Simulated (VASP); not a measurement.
# C (Fm-3m) in VASP: a series of runs, part 2 of 2

VASP 6.6.1. The steps go on from the part before.

**3. Single point, PBE**

This run uses another cell than the first one, of 7.10 Å³/atom, 0.980 times its volume.

Input file INCAR:

```
PREC = Accurate
ENCUT = 520
EDIFF = 1E-6
ISMEAR = 0
SIGMA = 0.02
LREAL = False
LASPH = True
NELM = 100
ALGO = Normal
ISIF = 2
LWAVE = False
LCHARG = True
GGA = PE
LELF = True
LVHAR = True
NBANDS = 8
```

Input file KPOINTS:

```
regular mesh
0
Gamma
  11 11 11
```

Input file POSCAR:

```
C
1.0
    0.0000000000      1.5251517458      1.5251517458
    1.5251517458      0.0000000000      1.5251517458
    1.5251517458      1.5251517458      0.0000000000
C
1
Direct
    0.0000000000      0.0000000000      0.0000000000
```

Potentials or basis: VASP PAW PBE potentials, release 64 (C).

Run with:

```sh
$ cat potpaw_PBE.64/C/POTCAR > POTCAR
$ mpirun -np 1 vasp_std > vasp.out
```

Run time: 1.4 s. Hardware: 1 thread of Intel Xeon Platinum 8488C (Sapphire Rapids), shared host; peak memory 0.11 GiB.

It converged, with:

```
Free energy            : -4.6730 eV
Pressure               : 3.6 GPa
Band gap on the k mesh : zero (band 2 reaches 16.20 eV, above the bottom of band 3 at 4.74 eV)
```

Levels at points of the mesh, in eV from the Fermi level:
```csv
k point,band 1,band 2,band 3,band 4,band 5,band 6,band 7
"(0.00, 0.00, 0.00)",-19.21,8.13,8.13,8.13,30.33,30.33,30.33
```

**4. Single point, PBE**

Input file INCAR:

```
  PREC = Accurate
  ENCUT = 520
  EDIFF = 1E-6
  ISMEAR = 0
  SIGMA = 0.02
  LREAL = False
  LASPH = True
  NELM = 80
  ALGO = Normal
  ISIF = 2
  LWAVE = False
  LCHARG = False
  GGA = PE
  NBANDS = 8
```

Input file KPOINTS:

```
Automatic mesh
0
Gamma
  11 11 11
```

Input file POSCAR:

```
C
1.0
    0.0000000000      1.5354571378      1.5354571378
    1.5354571378      0.0000000000      1.5354571378
    1.5354571378      1.5354571378      0.0000000000
C
1
Direct
    0.0000000000      0.0000000000      0.0000000000
```

Run with:

```sh
$ cat potpaw_PBE.64/C/POTCAR > POTCAR
$ mpirun -np 1 vasp_std > vasp.out
```

It took 1.5 s on 1 thread of Intel Xeon Platinum 8488C (Sapphire Rapids), shared host; peak memory 0.1 GiB.

Results (log left out):

- Free energy: -4.6748 eV
- Pressure: 0.1 GPa
- Band gap on the k mesh: zero (band 2 reaches 15.76 eV, above the bottom of band 3 at 4.52 eV)

Levels at points of the mesh, in eV from the Fermi level:
```tsv
k point	band 1	band 2	band 3	band 4	band 5
(0.00, 0.00, 0.00)	-18.87	8.03	8.03	8.03	30.12
```

**5. Single point, PBE**

This run uses another cell than the first one, of 7.38 Å³/atom, 1.020 times its volume.

Input file INCAR:

```
SYSTEM = C
  PREC = Accurate
  ENCUT = 520
  EDIFF = 1E-7
  ISMEAR = 0
  SIGMA = 0.02
  LREAL = .False.
  LASPH = .True.
  NELM = 100
  ALGO = Normal
  ISIF = 2
  LWAVE = .False.
  LCHARG = .True.
  GGA = PE
  LELF = .True.
  LVHAR = .True.
  NBANDS = 8
```

Input file KPOINTS:

```
Automatic mesh
0
Gamma
  11 11 11
  0 0 0
```

Input file POSCAR:

```
C
1.0
    0.0000000000      1.5456260244      1.5456260244
    1.5456260244      0.0000000000      1.5456260244
    1.5456260244      1.5456260244      0.0000000000
C
1
Direct
    0.0000000000      0.0000000000      0.0000000000
```

Potentials or basis: VASP PAW PBE potentials, release 64 (C).

Run with:

```sh
$ cat potpaw_PBE.64/C/POTCAR > POTCAR
$ mpirun -np 1 vasp_std > vasp.out
```

OUTCAR:

```text
SYSTEM = C
   PREC = Accurate
   ENCUT = 520
   EDIFF = 1E-7
   ISMEAR = 0
   LREAL = .False.
   LASPH = .True.
   NELM = 100
   ISIF = 2
   GGA = PE

 ion  position               nearest neighbor table
   1  0.000  0.000  0.000-

  LATTYP: Found a face centered cubic cell.
 ALAT       =     3.0912520488

  Lattice vectors:

 A1 = (   0.0000000000,   1.5456260244,   1.5456260244)
[... 189 lines left out ...]
      6      37.3283      0.00000
      7      37.3283      0.00000
      8      38.1206      0.00000
[... 243 lines left out ...]
 k-point    24 :      -0.1818    0.1818    0.0000
  band No.  band energies     occupation
      1      -7.6869      2.00000
      2       9.6859      0.00000
      3      10.3045      0.00000
      4      14.6187      0.00000
      5      32.5165      0.00000
      6      32.8155      0.00000
      7      38.8419      0.00000
      8      38.9701      0.00000

 [... further k-points ...]
[... 5 lines left out ...]
  --------------------------------------------------------------------------------------
  -------------------------------------------------------------------------------------
  Total       -0.0891670     -0.0891670     -0.0891670     -0.0000000     -0.0000000      0.0000000
  in kB      -19.3451329    -19.3451329    -19.3451329     -0.0000000     -0.0000000      0.0000000
  external PRESSURE =     -19.3451329 kB  Pullay stress =       0.0000000 kB

 VOLUME and BASIS-vectors are now :
 -----------------------------------------------------------------------------
  energy-cutoff  :      520.00
  volume of cell :        7.38
      direct lattice vectors                 reciprocal lattice vectors
     0.000000000  1.545626024  1.545626024    -0.323493518  0.323493518  0.323493518
     1.545626024  0.000000000  1.545626024     0.323493518 -0.323493518  0.323493518
     1.545626024  1.545626024  0.000000000     0.323493518  0.323493518 -0.323493518

 POSITION                                       TOTAL-FORCE (eV/Angst)
 -----------------------------------------------------------------------------------
      0.00000      0.00000      0.00000         0.000000      0.000000      0.000000
 -----------------------------------------------------------------------------------
    total drift:                               -0.000000      0.000000     -0.000000

  FREE ENERGIE OF THE ION-ELECTRON SYSTEM (eV)
  ---------------------------------------------------
  free  energy   TOTEN  =        -4.6740005049 eV

  energy  without entropy=       -4.6736422774  energy(sigma->0) =       -4.67382139
```

stdout:

```text
POSCAR found type information on POSCAR C
 POSCAR found :  1 types and       1 ions
 scaLAPACK will be used
 LDA part: xc-table for (Slater+PW92), standard interpolation
 POSCAR, INCAR and KPOINTS ok, starting setup
 FFT: planning ... GRIDC
 FFT: planning ... GRID_SOFT
 FFT: planning ... GRID
 WAVECAR not read
 entering main loop
```

Wall time 1.7 s (1 thread of Intel Xeon Platinum 8488C (Sapphire Rapids), shared host); peak memory 0.1 GiB.

Results:

```yaml
Free_energy: -4.6740 eV
Pressure: -1.9 GPa
Band_gap_on_the_k_mesh: zero (band 2 reaches 15.34 eV, above the bottom of band 3 at 4.31 eV)
```

Levels at points of the mesh, in eV from the Fermi level:
```
           k point  band 1  band 2  band 3  band 4  band 5  band 6
(0.00, 0.00, 0.00)  -18.57    7.92    7.92    7.92   29.90   29.90
```

**6. Relaxation of cell and atoms, PBE**

Input file INCAR:

```
SYSTEM = C
PREC = Accurate
ENCUT = 600
EDIFF = 1E-7
ISMEAR = 0
SIGMA = 0.02
LREAL = .False.
LASPH = .True.
NELM = 100
ALGO = Normal
ISIF = 3
LWAVE = .False.
LCHARG = .False.
GGA = PE
IBRION = 2
NSW = 80
EDIFFG = -0.02
```

Input file KPOINTS:

```
regular mesh
0
Gamma
  11 11 11
  0 0 0
```

Input file POSCAR:

```
C
1.0
    0.0000000000      1.5354571378      1.5354571378
    1.5354571378      0.0000000000      1.5354571378
    1.5354571378      1.5354571378      0.0000000000
C
1
Direct
    0.0000000000      0.0000000000      0.0000000000
```

Potentials or basis: VASP PAW PBE potentials, release 64 (C).

Run with:

```sh
$ cat potpaw_PBE.64/C/POTCAR > POTCAR
$ mpirun -np 1 vasp_std > vasp.out
```

Run time: 3.5 s. Hardware: 1 thread of Intel Xeon Platinum 8375C at 2.90GHz (Ice Lake), shared host; peak memory 0.11 GiB.

It converged, with:

- Free energy: -4.6752 eV
- Pressure after relaxing: -0.1 GPa
- Band gap on the k mesh: zero (band 2 reaches 15.76 eV, above the bottom of band 3 at 4.52 eV)

Final structure:
```
C
1.0
     0.00000    1.53546    1.53546
     1.53546    0.00000    1.53546
     1.53546    1.53546    0.00000
C
1
Cartesian
  0.0000 0.0000 0.0000
```

Levels at points of the mesh, in eV from the Fermi level:
```
           k point  band 1  band 2  band 3  band 4  band 5  band 6
(0.00, 0.00, 0.00)  -18.87    8.03    8.03    8.03   30.12   30.12
```

Caveat: the relaxation stopped at its first step, so nothing moved.

**7. The runs side by side**

```csv
task,cell,cutoff (eV),gap on the mesh (eV),pressure (GPa)
single point,"a = 2.171 Å, angles 60.0°, 1 atom",520,none,0.1
single point,"a = 2.157 Å, angles 60.0°, 1 atom",520,none,3.6
single point,"a = 2.186 Å, angles 60.0°, 1 atom",520,none,-1.9
relaxation of cell and atoms,"relaxed from a = 2.171 Å, angles 60.0°, 1 atom",600,none,-0.1
```

Alike in all rows: level PBE; potentials or basis VASP PAW PBE potentials, release 64 (C); no spin polarisation; k mesh 11 × 11 × 11; smearing gaussian 0.02 eV.

Caveats: the relaxation stopped at its first step, so nothing moved (some runs).

Total energies depend on the potentials used, so only differences within one code and one set of settings carry meaning.
